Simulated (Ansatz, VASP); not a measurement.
GaP: VASP beside Ansatz

File INCAR:

```
ALGO = Normal
EDIFF = 1E-6
ENCUT = 500
GGA = PE
GGA_COMPAT = False
ISIF = 2
ISMEAR = 0
IVDW = 12
LASPH = True
LCHARG = False
LREAL = False
LWAVE = False
NBANDS = 16
NELM = 120
PREC = Accurate
SIGMA = 0.02
```

The input KPOINTS:

```
k-points
0
Gamma
  8 8 8
```

The input POSCAR:

```
GaP
1.0
    0.0000000000      2.7498787271      2.7498787271
    2.7498787271      0.0000000000      2.7498787271
    2.7498787271      2.7498787271      0.0000000000
Ga P
1 1
Direct
    0.0000000000      0.0000000000      0.0000000000
    0.2500000000      0.2500000000      0.2500000000
```

Input for Ansatz:

```yaml
crystal:
  lattice:
    - [0.0, 2.7498787271, 2.7498787271]
    - [2.7498787271, 0.0, 2.7498787271]
    - [2.7498787271, 2.7498787271, 0.0]
  atoms:
    - { symbol: Ga, position: [0.0, 0.0, 0.0] }
    - { symbol: P, position: [0.25, 0.25, 0.25] }
basis:
  ecutwfc: 420
kpoints:
  mp_grid: { grid: [8, 8, 8] }
hamiltonian:
  xc: pbe
  dispersion: d3bj
scf:
  occupations: { method: gaussian, width: 0.02 }
output:
  forces: true
  stress: true
  eigenvalues: true
```

Alike in both runs: task single point; functional PBE; dispersion D3(BJ); k mesh 8 × 8 × 8; occupations gaussian, width 0.02 eV; no spin polarisation.

|  | VASP | Ansatz |
| --- | --- | --- |
| version | VASP 6.6.1 | Ansatz 0.2.0 |
| potentials or method | VASP PAW PBE potentials, release 64 (Ga_d, P), cutoff 500 eV | scalar-relativistic, plane waves, PAW |
| valence electrons in the cell | 18 | 18 |

VASP gave:

* gap on the k mesh at the Fermi level (eV): 1.59
* least direct gap on the mesh (eV): 1.60
* pressure (GPa): -2.4

Problem. What did Ansatz give for the same quantities?

Solution. gap on the k mesh at the Fermi level (eV): 1.59; least direct gap on the mesh (eV): 1.61; pressure (GPa): -2.3.
